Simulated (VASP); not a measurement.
# AlN (P6_3/mmc) in VASP: further runs

AlN is run at these levels: LDA; tasks: single point.

All numbers are computed with VASP 6.6.1; they aren't measurements. Logs are shortened: lines on timing, memory, paths and dates and some standing lists are left out, and cuts for length are marked.

## 1. The cell of the first run

The structure is hexagonal, space group P6_3/mmc (No. 194). The conventional cell has a = 3.312 Å, b = 3.312 Å, c = 4.188 Å, α = 90.00°, β = 90.00°, γ = 120.00°. Al (site symmetry -6m2) has 5 N at 1.91 to 2.09 Å within 2.5 Å. Within 2.5 Å of N (site symmetry -6m2) lie 5 Al at 1.91 to 2.09 Å.

## 2. Single point, LDA

File INCAR:

```
SYSTEM = AlN
ALGO     = Normal         ! electronic algorithm
EDIFF    = 1E-6           ! SCF threshold, eV
ENCUT    = 600            ! plane-wave cutoff, eV
GGA_COMPAT= .FALSE.      
ISIF     = 2              ! what is computed and relaxed
ISMEAR   = 0              ! smearing method
LASPH    = .TRUE.         ! aspherical terms in the spheres
LCHARG   = .FALSE.        ! write CHGCAR
LREAL    = .FALSE.        ! projectors in reciprocal space
LWAVE    = .FALSE.        ! write WAVECAR
NBANDS   = 16             ! bands
NELM     = 120            ! most SCF steps
PREC     = Accurate       ! precision mode
SIGMA    = 0.01           ! smearing width, eV
```

File KPOINTS:

```
k-points
0
G
  3 3 2
  0 0 0
```

File POSCAR:

```
AlN
1.0
    3.3121157400      0.0000000000      0.0000000000
   -1.6560578700      2.8683763700      0.0000000000
    0.0000000000      0.0000000000      4.1875630000
Al N
2 2
Direct
    0.3333333300      0.6666666700      0.7500000000
    0.6666666700      0.3333333300      0.2500000000
    0.3333333300      0.6666666700      0.2500000000
    0.6666666700      0.3333333300      0.7500000000
```

Potentials or basis: VASP PAW LDA potentials, release 64 (Al, N).

Run with:

```console
> cat potpaw_LDA.64/Al/POTCAR potpaw_LDA.64/N/POTCAR > POTCAR
> mpirun -np 1 vasp_std > vasp.out
```

OUTCAR:

```text
SYSTEM = AlN
   EDIFF = 1E-6
   ENCUT = 600
   ISIF = 2
   ISMEAR = 0
   LASPH = .TRUE.
   LREAL = .FALSE.
   NELM = 120
   PREC = Accurate

 ion  position               nearest neighbor table
   1  0.333  0.667  0.750-   4 1.91   4 1.91   4 1.91   3 2.09   3 2.09   2 2.84   2 2.84   2 2.84
                             2 2.84   2 2.84   2 2.84
   2  0.667  0.333  0.250-   3 1.91   3 1.91   3 1.91   4 2.09   4 2.09   1 2.84   1 2.84   1 2.84
                             1 2.84   1 2.84   1 2.84
   3  0.333  0.667  0.250-   2 1.91   2 1.91   2 1.91   1 2.09   1 2.09
   4  0.667  0.333  0.750-   1 1.91   1 1.91   1 1.91   2 2.09   2 2.09

  LATTYP: Found a hexagonal cell.
 ALAT       =     3.3121157400
 C/A-ratio  =     1.2643166268

  Lattice vectors:

 A1 = (   3.3121157400,   0.0000000000,   0.0000000000)
 A2 = (  -1.6560578700,   2.8683763700,   0.0000000000)
 A3 = (   0.0000000000,   0.0000000000,   4.1875630000)

Analysis of symmetry for initial positions (statically):
=====================================================================
 Subroutine PRICEL returns:
 Original cell was already a primitive cell.

 Routine SETGRP: Setting up the symmetry group for a
 hexagonal supercell.

 Subroutine GETGRP returns: Found 24 space group operations
 (whereof 12 operations were pure point group operations)
 out of a pool of 24 trial point group operations.

The static configuration has the point symmetry D_3d.
 The point group associated with its full space group is D_6h.

Analysis of symmetry for dynamics (positions and initial velocities):
=====================================================================
 Subroutine PRICEL returns:
 Original cell was already a primitive cell.

 Routine SETGRP: Setting up the symmetry group for a
 hexagonal supercell.

 Subroutine GETGRP returns: Found 24 space group operations
 (whereof 12 operations were pure point group operations)
 out of a pool of 24 trial point group operations.

The dynamic configuration has the point symmetry D_3d.
 The point group associated with its full space group is D_6h.

 Subroutine INISYM returns: Found 24 space group operations
 (whereof 12 operations are pure point group operations),
 and found     1 'primitive' translations

----------------------------------------------------------------------------------------

                                     Primitive cell

  volume of cell :      39.7835

  direct lattice vectors                    reciprocal lattice vectors
     3.312115740  0.000000000  0.000000000     0.301921816  0.174314642  0.000000000
    -1.656057870  2.868376370  0.000000000     0.000000000  0.348629284  0.000000000
     0.000000000  0.000000000  4.187563000     0.000000000  0.000000000  0.238802377

  length of vectors
     3.312115740  3.312115739  4.187563000     0.348629284  0.348629284  0.238802377

  position of ions in fractional coordinates (direct lattice)
     0.333333330  0.666666670  0.750000000
     0.666666670  0.333333330  0.250000000
     0.333333330  0.666666670  0.250000000
     0.666666670  0.333333330  0.750000000

  ion indices of the primitive-cell ions
   primitive index   ion index
                 1           1
                 2           2
                 3           3
                 4           4

----------------------------------------------------------------------------------------

 KPOINTS: k-points

Automatic generation of k-mesh.
 Grid dimensions read from file:
 generate k-points for:    3    3    2

 Generating k-lattice:

  Cartesian coordinates                     Fractional coordinates (reciprocal lattice)
     0.100640605  0.058104881  0.000000000     0.333333333  0.000000000  0.000000000
     0.000000000  0.116209761  0.000000000     0.000000000  0.333333333  0.000000000
     0.000000000  0.000000000  0.119401189     0.000000000  0.000000000  0.500000000

  Length of vectors
     0.116209761  0.116209761  0.119401189

  Shift w.r.t. Gamma in fractional coordinates (k-lattice)
     0.000000000  0.000000000  0.000000000

 Subroutine IBZKPT returns following result:
 ===========================================

 Found      6 irreducible k-points:

 Following reciprocal coordinates:
            Coordinates               Weight
  0.000000  0.000000  0.000000      1.000000
  0.333333 -0.000000  0.000000      6.000000
  0.333333  0.333333  0.000000      2.000000
  0.000000  0.000000  0.500000      1.000000
  0.333333 -0.000000  0.500000      6.000000
  0.333333  0.333333  0.500000      2.000000
   k-points           NKPTS =      6   k-points in BZ     NKDIM =      6   number of bands    NBANDS=     16
   number of dos      NEDOS =    301   number of ions     NIONS =      4
   total plane-waves  NPLWV =  28224
   dimension x,y,z NGX =    28 NGY =   28 NGZ =   36
   dimension x,y,z NGXF=    56 NGYF=   56 NGZF=   72
   ions per type =               2   2
   NGX,Y,Z   is equivalent  to a cutoff of  14.05, 14.05, 14.29 a.u.
   NGXF,Y,Z  is equivalent  to a cutoff of  28.11, 28.11, 28.58 a.u.
 SYSTEM =  AlN
   PREC   = accura    normal or accurate (medium, high low for compatibility)
   ISTART =      0    job   : 0-new  1-cont  2-samecut
   ICHARG =      2    charge: 1-file 2-atom 10-const
   ISPIN  =      1    spin polarized calculation?
   LNONCOLLINEAR =      F non collinear calculations
   LSORBIT =      F    spin-orbit coupling
   LASPH  =      T    aspherical Exc in radial PAW
   ENCUT  =  600.0 eV  44.10 Ry    6.64 a.u.   6.62  6.62  8.36*2*pi/ulx,y,z
   NELM   =    120;   NELMIN=  2; NELMDL= -5     # of ELM steps
   EDIFF  = 0.1E-05   stopping-criterion for ELM
   LREAL  =      F    real-space projection
   EDIFFG = 0.1E-04   stopping-criterion for IOM
   NSW    =      0    number of steps for IOM
   IBRION =     -1    ionic relax: 0-MD 1-quasi-New 2-CG
   NFREE  =      0    steps in history (QN), initial steepest desc. (CG)
   ISIF   =      2    stress and relaxation
   ISYM   =      2    0-nonsym 1-usesym 2-fastsym
   POTIM  = 0.5000    time-step for ionic-motion
   TEBEG  =    0.0;   TEEND  =   0.0 temperature during run
   PSTRESS=    0.0 pullay stress
   NELECT =      16.0000    total number of electrons
   NUPDOWN=      -1.0000    fix difference up-down
   EMIN   =  10.00;   EMAX   =-10.00  energy-range for DOS
   EFERMI =   0.00;   METHOD = LEGACY
   ISMEAR =     0;   SIGMA  =   0.01  broadening in eV -4-tet -1-fermi 0-gaus
   EFERMI_NEDOS =   21; number of points for ismear=-14 and -15
   IALGO  =     38    algorithm
   IMIX   =      4    mixing-type and parameters
     AMIX     =   0.40;   BMIX     =  1.00
     AMIX_MAG =   1.60;   BMIX_MAG =  1.00
  volume/ion in A,a.u.               =       9.95        67.12
  Fermi-wavevector in a.u.,A,eV,Ry     =   1.208409  2.283561 19.867928  1.460251
  Thomas-Fermi vector in A             =   2.344017
   LORBIT       =      0    0 simple, 1 ext, 2 COOP (PROOUT), +10 PAW based schemes
   GGA     = CA    functional components
   LHFCALC =     F    Hartree Fock is set to
   AEXX    =    0.0000 exact exchange contribution
   IVDW    =     0    specifies the selected vdW correction
   LEPSILON=     F    determine dielectric tensor
   LRPA    =     F    only Hartree local field effects (RPA)
 non-spin polarized calculation
 Gauss-broadening in eV      SIGMA  =   0.01
  energy-cutoff  :      600.00
  volume of cell :       39.78
 maximum number of plane-waves:      1349
 NGX is ok and might be reduce to    28
   NGX = 13   NGY = 13   NGZ = 17

 number of electron      16.0000001 magnetization

 Free energy of the ion-electron system (eV)
  ---------------------------------------------------
  ext. energy  EPLUGINS =         0.00000000
  ---------------------------------------------------
  free energy    TOTEN  =       -32.37756266 eV

  energy without entropy =      -32.37756266  energy(sigma->0) =      -32.37756266

 E-fermi :   7.7843     XC(G=0): -11.4847

 val. band max:        7.6997085577   @ k =   0.0000   0.0000   0.0000
 cond. band min:      10.9771479506   @ k =   0.0000   0.0000   0.0000
 fundamental gap:      3.2774393929
 Fermi energy:         7.7842522798

 k-point     1 :       0.0000    0.0000    0.0000
  band No.  band energies     occupation
      1      -8.9278      2.00000
      2      -5.1933      2.00000
      3       0.7907      2.00000
      4       4.4299      2.00000
      5       4.4299      2.00000
      6       6.0986      2.00000
[... 8 lines left out ...]
     15      19.3415      0.00000
     16      19.5022      0.00000

 k-point     2 :       0.3333   -0.0000    0.0000
  band No.  band energies     occupation
      1      -7.7637      2.00000
      2      -5.4026      2.00000
      3       1.8209      2.00000
      4       2.0679      2.00000
      5       3.4430      2.00000
      6       3.9039      2.00000
[... 8 lines left out ...]
     15      18.8477      0.00000
     16      20.3616      0.00000

 k-point     3 :       0.3333    0.3333    0.0000
  band No.  band energies     occupation
      1      -6.3204      2.00000
      2      -6.3204      2.00000
      3       0.9564      2.00000
      4       3.1645      2.00000
      5       3.1645      2.00000
      6       3.9209      2.00000
[... 8 lines left out ...]
     15      19.4957      0.00000
     16      19.6333      0.00000

 k-point     4 :       0.0000    0.0000    0.5000
  band No.  band energies     occupation
      1      -7.4765      2.00000
      2      -7.4765      2.00000
      3       4.0061      2.00000
      4       4.0061      2.00000
      5       5.2252      2.00000
      6       5.2252      2.00000
[... 8 lines left out ...]
     15      17.8403      0.00000
     16      17.8403      0.00000

 k-point     5 :       0.3333   -0.0000    0.5000
  band No.  band energies     occupation
      1      -6.6333      2.00000
      2      -6.6333      2.00000
      3       1.1920      2.00000
      4       1.1920      2.00000
      5       4.6192      2.00000
      6       4.6192      2.00000
[... 8 lines left out ...]
     15      18.5109      0.00000
     16      18.5109      0.00000

 k-point     6 :       0.3333    0.3333    0.5000
  band No.  band energies     occupation
      1      -6.0980      2.00000
      2      -6.0980      2.00000
      3       0.8087      2.00000
      4       0.8087      2.00000
      5       2.5229      2.00000
      6       2.5229      2.00000
[... 8 lines left out ...]
     15      20.0708      0.00000
     16      20.0708      0.00000

------------------------ aborting loop because EDIFF is reached ----------------------------------------

  FORCE on cell =-STRESS in cart. coord.  units (eV):
  Direction    XX          YY          ZZ          XY          YZ          ZX
  --------------------------------------------------------------------------------------
  -------------------------------------------------------------------------------------
  Total       -1.8414859     -1.8414858     -2.5762433      0.0000000      0.0000000      0.0000000
  in kB      -74.1610678    -74.1610677   -103.7515170      0.0000000      0.0000000      0.0000000
  external PRESSURE =     -84.0245508 kB  Pullay stress =       0.0000000 kB

 VOLUME and BASIS-vectors are now :
 -----------------------------------------------------------------------------
  energy-cutoff  :      600.00
  volume of cell :       39.78
      direct lattice vectors                 reciprocal lattice vectors
     3.312115740  0.000000000  0.000000000     0.301921816  0.174314642  0.000000000
    -1.656057870  2.868376370  0.000000000     0.000000000  0.348629284  0.000000000
     0.000000000  0.000000000  4.187563000     0.000000000  0.000000000  0.238802377

 POSITION                                       TOTAL-FORCE (eV/Angst)
 -----------------------------------------------------------------------------------
     -0.00000      1.91225      3.14067         0.000000     -0.000000      0.000000
      1.65606      0.95613      1.04689        -0.000000      0.000000      0.000000
     -0.00000      1.91225      1.04689         0.000000     -0.000000      0.000000
      1.65606      0.95613      3.14067        -0.000000      0.000000      0.000000
 -----------------------------------------------------------------------------------
    total drift:                               -0.000001      0.000001      0.000000

  FREE ENERGIE OF THE ION-ELECTRON SYSTEM (eV)
  ---------------------------------------------------
  free  energy   TOTEN  =       -32.3775626562 eV

  energy  without entropy=      -32.3775626562  energy(sigma->0) =      -32.37756266
```

It took 3 s on 1 thread of Intel Xeon 6975P-C (Granite Rapids), shared host; peak memory 0.14 GiB.

Results:

- Free energy: -32.3776 eV
- Pressure: -8.4 GPa
- Band gap on the k mesh: 3.28 eV, direct

Caveat: the k points lie up to 0.75 Å⁻¹ apart. LDA gaps usually lie below the measured ones, often by a third to a half.

## 3. Single point, LDA

File INCAR:

```
ALGO     = Normal         # electronic algorithm
EDIFF    = 1E-6           # SCF threshold, eV
ENCUT    = 600            # plane-wave cutoff, eV
GGA_COMPAT= F            
ISIF     = 2              # what is computed and relaxed
ISMEAR   = 0              # smearing method
LASPH    = T              # aspherical terms in the spheres
LCHARG   = T              # write CHGCAR
LELF     = T              # ELF
LREAL    = F              # projectors in reciprocal space
LVHAR    = T            
LWAVE    = F              # write WAVECAR
NBANDS   = 16             # bands
NELM     = 120            # most SCF steps
PREC     = Accurate       # precision mode
SIGMA    = 0.01           # smearing width, eV
```

File KPOINTS:

```
k-points
0
Gamma
  4 4 3
```

POSCAR is that of step 2.

Potentials or basis: VASP PAW LDA potentials, release 64 (Al, N).

Run with:

```console
> cat potpaw_LDA.64/Al/POTCAR potpaw_LDA.64/N/POTCAR > POTCAR
> mpirun -np 1 vasp_std > vasp.out
```

Wall time 3.8 s (1 thread of Intel Xeon 6975P-C (Granite Rapids), shared host); peak memory 0.14 GiB.

Results (log left out):

| Item | Value |
| --- | --- |
| Free energy | -32.4280 eV |
| Pressure | -8.3 GPa |
| Band gap on the k mesh | 3.28 eV, direct |

Stress tensor (GPa, compression positive):
```
-8.07  0.00  0.00
 0.00 -8.07  0.00
 0.00  0.00 -8.80
```

Levels at points of the mesh, in eV from the valence-band top:
```csv
k point,band 5,band 6,band 7,band 8,band 9,band 10,band 11,band 12
"(0.00, 0.00, 0.00)",-3.27,-1.61,-1.61,0.00,3.28,4.24,8.04,8.04
"(0.50, 0.00, 0.00)",-4.50,-4.33,-2.91,-1.46,3.70,6.99,7.08,9.07
```

Caveat: the k points lie up to 0.55 Å⁻¹ apart.
